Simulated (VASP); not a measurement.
# GaAs: single point with LDA

Crystal: GaAs.

```
CELL_PARAMETERS angstrom
0.00000 2.80157 2.80157
2.80157 0.00000 2.80157
2.80157 2.80157 0.00000
ATOMIC_POSITIONS crystal
Ga 0.00000 0.00000 0.00000
As 0.75000 0.75000 0.75000
```

* Program: VASP 6.6.1
* Task: single point
* Functional: LDA
* Potentials or basis: VASP PAW LDA potentials, release 64 (Ga_d, As)
* Cutoff: 520 eV
* k mesh: 12 × 12 × 12
* Occupations: gaussian, width 0.01 eV
* Spin: no spin polarisation

The pressure is 0.3 GPa and the band gap on the k mesh is 0.54 eV.

Levels at points of the mesh, in eV from the valence-band top:
```tsv
k point	band 6	band 7	band 8	band 9	band 10	band 11	band 12	band 13
(0.00, 0.00, 0.00)	-12.96	0.00	0.00	0.00	0.54	3.68	3.68	3.68
(0.50, 0.00, 0.00)	-11.11	-6.84	-1.19	-1.19	0.94	4.59	4.59	7.59
(0.50, 0.50, 0.00)	-10.34	-7.00	-2.79	-2.79	1.29	1.54	10.26	10.26
```

Run time: 38 s on 1 thread of Intel(R) Xeon(R) Platinum 8488C (Sapphire Rapids) (shared host), peak memory 0.18 GiB.

A k mesh can miss the band edges.
